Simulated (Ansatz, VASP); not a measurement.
# Two plane-wave programs on Ni

POSCAR

```
Ni
1.0
    0.0000000000      1.6655639317      1.6655639317
    1.6655639317      0.0000000000      1.6655639317
    1.6655639317      1.6655639317      0.0000000000
Ni
1
Direct
    0.0000000000      0.0000000000      0.0000000000
```

Contents of INCAR.step1:

```
SYSTEM = Ni
PREC = Accurate
ENCUT = 520
ISMEAR = -1
SIGMA = 0.05
LREAL = .FALSE.
LASPH = .TRUE.
NELM = 150
ISPIN = 2
MAGMOM = 0.807
LMAXMIX = 4
NBANDS = 15
GGA = PE
ALGO = Normal
EDIFF = 1E-4
LWAVE = .TRUE.
LCHARG = .FALSE.
```

Contents of INCAR.step2:

```
SYSTEM = Ni
PREC = Accurate
ENCUT = 520
EDIFF = 1E-6
ISMEAR = -1
SIGMA = 0.05
LREAL = .FALSE.
LASPH = .TRUE.
NELM = 150
ALGO = Normal
ISIF = 2
LWAVE = .FALSE.
LCHARG = .TRUE.
ISPIN = 2
MAGMOM = 0.807
LORBIT = 11
LMAXMIX = 4
METAGGA = R2SCAN
LMIXTAU = .TRUE.
LELF = .TRUE.
LVHAR = .TRUE.
NBANDS = 15
ISTART = 1
```

KPOINTS

```
Automatic mesh
0
G
  25 25 25
  0 0 0
```

Input for Ansatz:

```yaml
crystal:
  lattice:
    - [0.0, 1.6655639317, 1.6655639317]
    - [1.6655639317, 0.0, 1.6655639317]
    - [1.6655639317, 1.6655639317, 0.0]
  atoms:
    - { symbol: Ni, position: [0.0, 0.0, 0.0], spin: 0.807 }
hamiltonian:
  xc: r2scan
  pseudopotentials:
    kind: paw
    azcp:
      Ni: "pseudopotentials/Ni.paw.azcp"
basis:
  ecutwfc: 500
  fft_grid_basis: typed
kpoints:
  mp_grid: { grid: [25, 25, 25], shift: [0, 0, 0] }
magnetization:
  spin_polarized: true
scf:
  occupations: { method: fermi_dirac, width: 0.05 }
output:
  stress: true
```

Alike in both runs: task single point; functional r2SCAN; k mesh 25 × 25 × 25; occupations fermi-dirac, width 0.05 eV; collinear spin.

```csv
,VASP,Ansatz
version,VASP 6.6.1,Ansatz 0.2.0
potentials or method,"VASP PAW PBE potentials, release 64 (Ni), cutoff 520 eV","plane waves (500 eV) with PAW, scalar-relativistic"
valence electrons in the cell,10,18
```

```csv
,VASP,Ansatz,Ansatz less VASP
net moment per atom (μB),0.66,0.67,+0.015
size of the moment on the site where the two differ most (μB),0.66,0.73,+0.070
```

VASP's potentials were made for PBE, not for r2SCAN. Site moments also hang on the region over which each program counts them. VASP's potentials hold 10 valence electrons a cell and Ansatz's 18, so a difference there can come from the potentials and not from the codes. Ansatz's warnings: stability check not made.
